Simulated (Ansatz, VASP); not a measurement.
**Al2Cu in VASP and in Ansatz**

Contents of INCAR:

```
ALGO     = Fast           # electronic algorithm
EDIFF    = 1E-7           # SCF threshold, eV
ENCUT    = 520            # plane-wave cutoff, eV
GGA      = PE             # functional
ISIF     = 2              # what is computed and relaxed
ISMEAR   = 0              # smearing method
LASPH    = T              # aspherical terms in the spheres
LCHARG   = F              # write CHGCAR
LREAL    = F              # projectors in reciprocal space
LWAVE    = F              # write WAVECAR
NBANDS   = 16             # bands
NELM     = 80             # most SCF steps
PREC     = Accurate       # precision mode
SIGMA    = 0.15           # smearing width, eV
```

KPOINTS

```
k-points
0
Gamma
  14 14 14
```

Contents of POSCAR:

```
Al2Cu
1.0
   -2.1877176703      2.1877176703      2.9396000000
    2.1877176703     -2.1877176703      2.9396000000
    2.1877176703      2.1877176703     -2.9396000000
Al Cu
2 1
Direct
    0.7500000000      0.2500000000      0.5000000000
    0.2500000000      0.7500000000      0.5000000000
    0.5000000000      0.5000000000      0.0000000000
```

Input for Ansatz:

```yaml
crystal:
  lattice:
    - [-2.1877176703, 2.1877176703, 2.9396]
    - [2.1877176703, -2.1877176703, 2.9396]
    - [2.1877176703, 2.1877176703, -2.9396]
  atoms:
    - { symbol: Al, position: [0.75, 0.25, 0.5] }
    - { symbol: Al, position: [0.25, 0.75, 0.5] }
    - { symbol: Cu, position: [0.5, 0.5, 0.0] }
basis:
  ecutwfc: 520.0
kpoints:
  mp_grid: { grid: [14, 14, 14] }
hamiltonian:
  xc: pbe
  pseudopotentials: { kind: paw, azcp: { folder: soft_1 } }
scf:
  occupations: { method: gaussian, width: 0.15 }
output:
  forces: true
  stress: true
  eigenvalues: true
  write_density: true
  write_potential: true
  elf: true
  volumetric_format: npy
```

Alike in both runs: task single point; functional PBE; k mesh 14 × 14 × 14; occupations gaussian, width 0.15 eV; no spin polarisation.

```csv
,VASP,Ansatz
version,VASP 6.6.1,Ansatz 0.2.0
potentials or method,"VASP PAW PBE potentials, release 64 (Al, Cu), cutoff 520 eV","scalar-relativistic, plane waves, PAW"
valence electrons in the cell,17,25
```

|  | VASP | Ansatz | Ansatz less VASP |
| --- | --- | --- | --- |
| gap on the k mesh at the Fermi level (eV) | none | none | - |
| pressure (GPa) | -9.8 | -10.0 | -0.22 |
| traceless stress, the component that is largest in VASP (GPa) | 1.84 | 1.89 | +0.051 |

A gap of «none» marks a metal or a gap that the smearing closes. VASP's potentials hold 17 valence electrons a cell and Ansatz's 25, so a difference there can come from the potentials and not from the codes.
